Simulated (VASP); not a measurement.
The system is Na2N.

```
Na N
1.0
     2.91587    0.00000    0.00000
    -1.45794    2.52522    0.00000
     0.00000    0.00000    6.72956
Na N
2 1
Direct
  0.00000 0.00000 0.69265
  0.00000 0.00000 0.30735
  0.00000 0.00000 0.00000
```

The cell was generated, and may not be a known phase.

```yaml
Program: VASP 6.6.1
Task: relaxation of cell and atoms
Functional: PBE
Potentials_or_basis: VASP PAW PBE potentials, release 64 (Na_pv, N)
Cutoff: 600 eV
k_mesh: 6 × 6 × 4
Occupations: gaussian, width 0.1 eV
Spin: collinear spin, ferromagnetic start
Starting_moments: "[0.0, 0.0, 1.0] μB"
```

At the start: pressure 11.0 GPa; volume 16.52 Å³/atom.

**Question.** Where does the relaxation end?

**Answer.** Over 10 steps the energy falls by 335.5 meV/atom and the volume is 29.24 Å³/atom (+77.0 %); space group P6/mmm (No. 191, to 0.1 Å) before and after; moment 2.04 μB per cell.

Step by step:
```tsv
step	energy change (eV)	largest force (eV/Å)	pressure (GPa)	volume (Å³)
1	0.0000	0.0609	10.97	49.55
2	-0.3829	0.7487	5.33	57.99
3	-0.3947	0.7791	4.63	59.31
4	-0.7068	0.5974	1.48	68.95
5	-0.8746	0.4476	-0.22	81.37
6	-0.7529	0.3961	-3.05	110.31
7	-0.9062	0.4103	-1.19	89.32
8	-1.0016	0.0826	0.57	86.56
9	-1.0055	0.0191	0.24	87.00
10	-1.0065	0.0166	0.15	87.72
```

Final structure:
```xyz
3
Lattice="3.6066 0.0000 0.0000 -1.8033 3.1234 0.0000 0.0000 0.0000 7.7871" Properties=species:S:1:pos:R:3 pbc="T T T"
Na    0.0000    0.0000    5.5273
Na    0.0000    0.0000    2.2598
N    -1.8033    3.1234    0.0000
```

Caveat: the k points lie up to 0.34 Å⁻¹ apart in the final cell; the volume moved by over 15 % at a fixed basis, so the end points are rough.
